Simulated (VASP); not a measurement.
# TaAs (I4_1md) in VASP: relaxation of shape and atoms at fixed volume with PBEsol

Aim: the relaxation of shape and atoms at fixed volume of TaAs with PBEsol.

All numbers are computed with VASP 6.6.1; they aren't measurements. Logs are shortened: lines on timing, memory, paths and dates and some standing lists are left out, and cuts for length are marked.

## Step 1: The cell of the first run

The structure is tetragonal, space group I4_1md (No. 109). The conventional cell has a = 3.394 Å, b = 3.394 Å, c = 11.465 Å, α = 90.00°, β = 90.00°, γ = 90.00°. Within 3.4 Å of Ta (site symmetry 2mm) lie 6 As at 2.57 to 2.58 Å and 8 Ta at 3.33 to 3.39 Å. Within 3.4 Å of As (site symmetry 2mm) lie 6 Ta at 2.57 to 2.58 Å and 8 As at 3.33 to 3.39 Å.

## Step 2: Relaxation of shape and atoms at fixed volume, PBEsol (16.51 Å³/atom)

INCAR reads:

```
PREC = Accurate ; ENCUT = 600
EDIFF = 1E-6 ; ISMEAR = 0
SIGMA = 0.1 ; LREAL = False
LASPH = True ; NELM = 100
ALGO = Fast ; ISIF = 4
LWAVE = False ; LCHARG = False
GGA = PS ; IBRION = 2
NSW = 50 ; EDIFFG = -0.01
```

KPOINTS reads:

```
Automatic mesh
0
Gamma
  18 18 18
```

POSCAR reads:

```
TaAs
1.0
   -1.6970323852      1.6970323852      5.7326319280
    1.6970323852     -1.6970323852      5.7326319280
    1.6970323852      1.6970323852     -5.7326319280
Ta As
2 2
Direct
    0.5003132539      1.0003132539      0.5000000000
    0.7503132539      0.7503132539      0.0000000000
    0.0822861661      0.5822861661      0.5000000000
    0.3322861661      0.3322861661      0.0000000000
```

Potentials or basis: VASP PAW PBE potentials, release 64 (Ta_pv, As).

Launch:

```console
cat potpaw_PBE.64/Ta_pv/POTCAR potpaw_PBE.64/As/POTCAR > POTCAR
mpirun -np 1 vasp_std > vasp.out
```

OUTCAR:

```text
PREC = Accurate
   ENCUT = 600
   EDIFF = 1E-6
   ISMEAR = 0
   LREAL = False
   LASPH = True
   NELM = 100
   ISIF = 4
   GGA = PS
   IBRION = 2
   NSW = 50
   EDIFFG = -0.01

 ion  position               nearest neighbor table
   1  0.500  0.000  0.500-   4 2.57   4 2.57   3 2.58   3 2.58   3 2.58   3 2.58   2 3.33   2 3.33
                             2 3.33   2 3.33
   2  0.750  0.750  0.000-   3 2.57   3 2.57   4 2.58   4 2.58   4 2.58   4 2.58   1 3.33   1 3.33
                             1 3.33   1 3.33
   3  0.082  0.582  0.500-   2 2.57   2 2.57   1 2.58   1 2.58   1 2.58   1 2.58
   4  0.332  0.332  0.000-   1 2.57   1 2.57   2 2.58   2 2.58   2 2.58   2 2.58

  LATTYP: Found a body centered tetragonal cell.
 ALAT       =     3.3940647704
 C/A-ratio  =     3.3780333116

  Lattice vectors:

 A1 = (  -1.6970323852,   1.6970323852,   5.7326319280)
 A2 = (   1.6970323852,  -1.6970323852,   5.7326319280)
 A3 = (   1.6970323852,   1.6970323852,  -5.7326319280)

Analysis of symmetry for initial positions (statically):
=====================================================================
 Subroutine PRICEL returns:
 Original cell was already a primitive cell.

 Routine SETGRP: Setting up the symmetry group for a
 body centered tetragonal supercell.

 Subroutine GETGRP returns: Found  8 space group operations
 (whereof  4 operations were pure point group operations)
 out of a pool of 16 trial point group operations.

The static configuration has the point symmetry C_2v.
 The point group associated with its full space group is C_4v.

Analysis of symmetry for dynamics (positions and initial velocities):
=====================================================================
 Subroutine PRICEL returns:
 Original cell was already a primitive cell.

 Routine SETGRP: Setting up the symmetry group for a
 body centered tetragonal supercell.

 Subroutine GETGRP returns: Found  8 space group operations
 (whereof  4 operations were pure point group operations)
 out of a pool of 16 trial point group operations.

The dynamic configuration has the point symmetry C_2v.
 The point group associated with its full space group is C_4v.

 Subroutine INISYM returns: Found  8 space group operations
 (whereof  4 operations are pure point group operations),
 and found     1 'primitive' translations

----------------------------------------------------------------------------------------

                                     Primitive cell

  volume of cell :      66.0381

  direct lattice vectors                    reciprocal lattice vectors
    -1.697032385  1.697032385  5.732631928     0.000000000  0.294631973  0.087219973
     1.697032385 -1.697032385  5.732631928     0.294631973  0.000000000  0.087219973
     1.697032385  1.697032385 -5.732631928     0.294631973  0.294631973  0.000000000

  length of vectors
     6.214733032  6.214733032  6.214733032     0.307270765  0.307270765  0.416672532

  position of ions in fractional coordinates (direct lattice)
     0.500313254  0.000313254  0.500000000
     0.750313254  0.750313254  0.000000000
     0.082286166  0.582286166  0.500000000
     0.332286166  0.332286166  0.000000000

  ion indices of the primitive-cell ions
   primitive index   ion index
                 1           1
                 2           2
                 3           3
                 4           4

----------------------------------------------------------------------------------------

 KPOINTS: Automatic mesh

Automatic generation of k-mesh.
 Grid dimensions read from file:
 generate k-points for:   18   18   18

 Generating k-lattice:

  Cartesian coordinates                     Fractional coordinates (reciprocal lattice)
     0.000000000  0.016368443  0.004845554     0.055555556 -0.000000000  0.000000000
     0.016368443  0.000000000  0.004845554    -0.000000000  0.055555556  0.000000000
     0.016368443  0.016368443  0.000000000     0.000000000  0.000000000  0.055555556

  Length of vectors
     0.017070598  0.017070598  0.023148474

  Shift w.r.t. Gamma in fractional coordinates (k-lattice)
     0.000000000  0.000000000  0.000000000

 Subroutine IBZKPT returns following result:
 ===========================================

 Found    480 irreducible k-points:

 Following reciprocal coordinates:
            Coordinates               Weight
  0.000000  0.000000  0.000000      1.000000
  0.055556  0.000000  0.000000      8.000000
  0.111111  0.000000  0.000000      8.000000
  0.166667  0.000000 -0.000000      8.000000
  0.222222  0.000000  0.000000      8.000000
  0.277778  0.000000 -0.000000      8.000000
[... 16 lines left out ...]
 -0.277778  0.055556  0.000000     16.000000
 -0.222222  0.055556 -0.000000     16.000000
 [... further k-points ...]
   k-points           NKPTS =    480   k-points in BZ     NKDIM =    480   number of bands    NBANDS=     20
   number of dos      NEDOS =    301   number of ions     NIONS =      4
   total plane-waves  NPLWV = 125000
   dimension x,y,z NGX =    50 NGY =   50 NGZ =   50
   dimension x,y,z NGXF=   100 NGYF=  100 NGZF=  100
   ions per type =               2   2
   NGX,Y,Z   is equivalent  to a cutoff of  13.38, 13.38, 13.38 a.u.
   NGXF,Y,Z  is equivalent  to a cutoff of  26.75, 26.75, 26.75 a.u.
 SYSTEM =  unknown system
   PREC   = accura    normal or accurate (medium, high low for compatibility)
   ISTART =      0    job   : 0-new  1-cont  2-samecut
   ICHARG =      2    charge: 1-file 2-atom 10-const
   ISPIN  =      1    spin polarized calculation?
   LNONCOLLINEAR =      F non collinear calculations
   LSORBIT =      F    spin-orbit coupling
   LASPH  =      T    aspherical Exc in radial PAW
   ENCUT  =  600.0 eV  44.10 Ry    6.64 a.u.  12.41 12.41 12.41*2*pi/ulx,y,z
   NELM   =    100;   NELMIN=  2; NELMDL= -5     # of ELM steps
   EDIFF  = 0.1E-05   stopping-criterion for ELM
   LREAL  =      F    real-space projection
   EDIFFG = -.1E-01   stopping-criterion for IOM
   NSW    =     50    number of steps for IOM
   IBRION =      2    ionic relax: 0-MD 1-quasi-New 2-CG
   NFREE  =      1    steps in history (QN), initial steepest desc. (CG)
   ISIF   =      4    stress and relaxation
   ISYM   =      2    0-nonsym 1-usesym 2-fastsym
   POTIM  = 0.5000    time-step for ionic-motion
   TEBEG  =    0.0;   TEEND  =   0.0 temperature during run
   PSTRESS=    0.0 pullay stress
   NELECT =      32.0000    total number of electrons
   NUPDOWN=      -1.0000    fix difference up-down
   EMIN   =  10.00;   EMAX   =-10.00  energy-range for DOS
   EFERMI =   0.00;   METHOD = LEGACY
   ISMEAR =     0;   SIGMA  =   0.10  broadening in eV -4-tet -1-fermi 0-gaus
   EFERMI_NEDOS =   21; number of points for ismear=-14 and -15
   IALGO  =     68    algorithm
   IMIX   =      4    mixing-type and parameters
     AMIX     =   0.40;   BMIX     =  1.00
     AMIX_MAG =   1.60;   BMIX_MAG =  1.00
  volume/ion in A,a.u.               =      16.51       111.41
  Fermi-wavevector in a.u.,A,eV,Ry     =   1.285859  2.429921 22.496331  1.653434
  Thomas-Fermi vector in A             =   2.417968
   LORBIT       =      0    0 simple, 1 ext, 2 COOP (PROOUT), +10 PAW based schemes
   GGA     = PS    functional components
   LHFCALC =     F    Hartree Fock is set to
   AEXX    =    0.0000 exact exchange contribution
   IVDW    =     0    specifies the selected vdW correction
   LEPSILON=     F    determine dielectric tensor
   LRPA    =     F    only Hartree local field effects (RPA)
 conjugate gradient relaxation of ions
 non-spin polarized calculation
 RMM-DIIS sequential band-by-band and
 Gauss-broadening in eV      SIGMA  =   0.10
  energy-cutoff  :      600.00
  volume of cell :       66.04
 maximum number of plane-waves:      2243
 NGX is ok and might be reduce to    50
   NGX = 25   NGY = 25   NGZ = 25

--------------------------------------- Ionic step        1  -------------------------------------------

 number of electron      32.0000000 magnetization

 Free energy of the ion-electron system (eV)
  ---------------------------------------------------
  ext. energy  EPLUGINS =         0.00000000
  ---------------------------------------------------
  free energy    TOTEN  =       -37.68300710 eV

  energy without entropy =      -37.68136067  energy(sigma->0) =      -37.68218389

------------------------ aborting loop because EDIFF is reached ----------------------------------------

  FORCE on cell =-STRESS in cart. coord.  units (eV):
  Direction    XX          YY          ZZ          XY          YZ          ZX
  --------------------------------------------------------------------------------------
  -------------------------------------------------------------------------------------
  Total        3.0681119      3.0681119      2.6331370      0.0000000      0.0000000      0.0000000
  in kB       74.4367613     74.4367613     63.8836502      0.0000000      0.0000000      0.0000000
  external PRESSURE =      70.9190576 kB  Pullay stress =       0.0000000 kB
[... 175 lines left out ...]
  energy  without entropy=      -37.6823834897  energy(sigma->0) =      -37.68324131

--------------------------------------- Ionic step        6  -------------------------------------------

 number of electron      32.0000000 magnetization

 Free energy of the ion-electron system (eV)
  ---------------------------------------------------
  ext. energy  EPLUGINS =         0.00000000
  ---------------------------------------------------
  free energy    TOTEN  =       -37.68412369 eV

  energy without entropy =      -37.68241056  energy(sigma->0) =      -37.68326712

 E-fermi :   7.3250     XC(G=0): -12.2690

 val. band max:        7.3229834444   @ k =  -0.2222   0.2778   0.2222
 cond. band min:       7.3358093570   @ k =  -0.1667  -0.4444   0.1667
 fundamental gap:      0.0128259126
 Fermi energy:         7.3249954240

 k-point     1 :       0.0000    0.0000    0.0000
  band No.  band energies     occupation
      1     -27.4951      2.00000
      2     -27.4282      2.00000
      3     -27.4282      2.00000
      4     -27.2600      2.00000
      5     -27.2600      2.00000
      6     -27.1852      2.00000
[... 12 lines left out ...]
     19       9.8820      0.00000
[... 513 lines left out ...]
      4     -27.3328      2.00000
      5     -27.2563      2.00000
      6     -27.1949      2.00000
[... 12 lines left out ...]
     19       9.1385      0.00000
     20       9.9951      0.00000

 [... further k-points ...]
[... 5 lines left out ...]
  --------------------------------------------------------------------------------------
  -------------------------------------------------------------------------------------
  Total        2.8468976      2.8468976      2.8618731      0.0000000      0.0000000      0.0000000
  in kB       69.0697883     69.0697883     69.4331152      0.0000000      0.0000000      0.0000000
  external PRESSURE =      69.1908973 kB  Pullay stress =       0.0000000 kB
[... 19 lines left out ...]
  FREE ENERGIE OF THE ION-ELECTRON SYSTEM (eV)
  ---------------------------------------------------
  free  energy   TOTEN  =       -37.6841236933 eV

  energy  without entropy=      -37.6824105566  energy(sigma->0) =      -37.68326712

 reached required accuracy - stopping structural energy minimisation
```

It took 1.9 h on 1 thread of Oxide Virtual Turin-like, shared host; peak memory 0.93 GiB.

What came out:

```yaml
Free_energy: -37.6841 eV
Energy_gained_by_relaxing: 0.3 meV/atom
Ionic_steps: 6
Pressure_after_relaxing: 6.9 GPa
Band_gap_on_the_k_mesh: zero (bands 16 and 17 overlap by 0.03 eV)
```

Forces on the atoms (eV/Å):
```
Ta   0.000  0.000  0.003
Ta   0.000  0.000  0.003
As   0.000  0.000 -0.003
As   0.000  0.000 -0.003
```

The path:
| step | energy change (eV) | largest force (eV/Å) | pressure (GPa) | volume (Å³) |
| --- | --- | --- | --- | --- |
| 1 | 0.0000 | 0.0211 | 7.09 | 66.04 |
| 2 | -0.0009 | 0.0395 | 6.96 | 66.04 |
| 3 | -0.0010 | 0.0457 | 6.92 | 66.04 |
| 4 | -0.0010 | 0.0445 | 6.94 | 66.04 |
| 5 | -0.0011 | 0.0181 | 6.90 | 66.04 |
| 6 | -0.0011 | 0.0026 | 6.92 | 66.04 |

Final structure:
```xyz
4
Lattice="-1.7010 1.7010 5.7059 1.7010 -1.7010 5.7059 1.7010 1.7010 -5.7059" Properties=species:S:1:pos:R:3 pbc="T T T"
Ta    0.0000    1.7010    0.0066
Ta    0.0000    0.0000    8.5655
As    1.7010    0.0000    0.9360
As    0.0000    0.0000    3.7889
```

Caveat: the PAW data sets were made with another functional, which shifts forces and pressure a little; spin-orbit coupling is left out, which moves the levels of the heavy elements.
